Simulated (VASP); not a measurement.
## WS2: single point with PBEsol

WS2:

```xyz
6
Lattice="3.1462 0.0000 -0.2202 -1.5731 2.7247 0.0465 -0.8888 -0.2965 12.6967" Properties=species:S:1:pos:R:3 pbc="T T T"
W    -0.6572    1.5566    3.2130
W     1.3416    0.8717    9.3099
S    -0.3415    1.7421    7.8380
S     0.8073    0.6118    1.5645
S    -0.1229    1.8165   10.9584
S     1.0258    0.6861    4.6849
```

This cell differs from its parent crystal: engineering shear strain xz -0.1400, engineering shear strain yz -0.0467.

```
Program                : VASP 6.6.1
Task                   : single point
Functional             : PBEsol
Potentials or basis    : VASP PAW PBE potentials, release 64 (W_sv, S)
Cutoff                 : 520 eV
k mesh                 : 12 × 12 × 2
Occupations            : gaussian, width 0.05 eV
Spin                   : no spin polarisation
Dipole correction      : no
Further INCAR settings : ALGO = Normal; EDIFF = 1e-06; NBANDS = 35
```

| Item | Value |
| --- | --- |
| Pressure | 0.2 GPa |
| Largest force | 0.023 eV/Å |
| Band gap on the k mesh | 1.08 eV (least direct gap 1.87 eV) |

Forces in eV/Å, atoms in the order of the input:
```
W   -0.001 -0.001 -0.002
W    0.001  0.001  0.002
S   -0.001 -0.001 -0.023
S   -0.001  0.000 -0.022
S    0.001  0.000  0.022
S    0.001  0.001  0.023
```

Stress tensor (GPa, compression positive):
```
-0.32 -0.14  0.08
-0.14  0.17 -0.17
 0.08 -0.17  0.77
```

Levels at points of the mesh, in eV from the valence-band top:
```csv
k point,band 22,band 23,band 24,band 25,band 26,band 27,band 28,band 29,band 30,band 31
"(0.00, 0.00, 0.00)",-2.17,-2.15,-1.63,-1.17,0.00,2.36,2.37,2.40,2.43,2.50
"(0.50, 0.00, 0.00)",-2.66,-1.85,-1.71,-1.60,-1.48,2.38,2.42,2.70,2.91,3.41
"(0.00, 0.50, 0.00)",-2.52,-1.83,-1.79,-1.68,-1.44,2.40,2.41,2.76,2.87,3.11
"(0.50, 0.50, 0.00)",-2.50,-1.81,-1.78,-1.69,-1.42,2.40,2.41,2.78,2.78,3.19
"(0.00, 0.00, 0.50)",-2.17,-2.17,-2.15,-0.38,-0.29,2.35,2.38,2.39,2.40,2.53
"(0.50, 0.00, 0.50)",-2.54,-1.80,-1.76,-1.69,-1.44,2.39,2.40,2.76,2.83,3.16
"(0.00, 0.50, 0.50)",-2.74,-1.88,-1.74,-1.54,-1.52,2.39,2.42,2.74,2.90,3.41
"(0.50, 0.50, 0.50)",-2.61,-1.87,-1.72,-1.60,-1.45,2.39,2.42,2.64,2.93,3.44
```

It took 4.1 min on 1 thread of Intel(R) Xeon(R) 6975P-C (Granite Rapids) (shared host), peak memory 0.53 GiB.

Caveat: the cell differs from its parent crystal (engineering shear strain xz -0.1400, engineering shear strain yz -0.0467); the PAW data sets were made with another functional, which shifts forces and pressure a little; spin-orbit coupling is left out, which moves the levels of the heavy elements. A k mesh can miss the band edges.
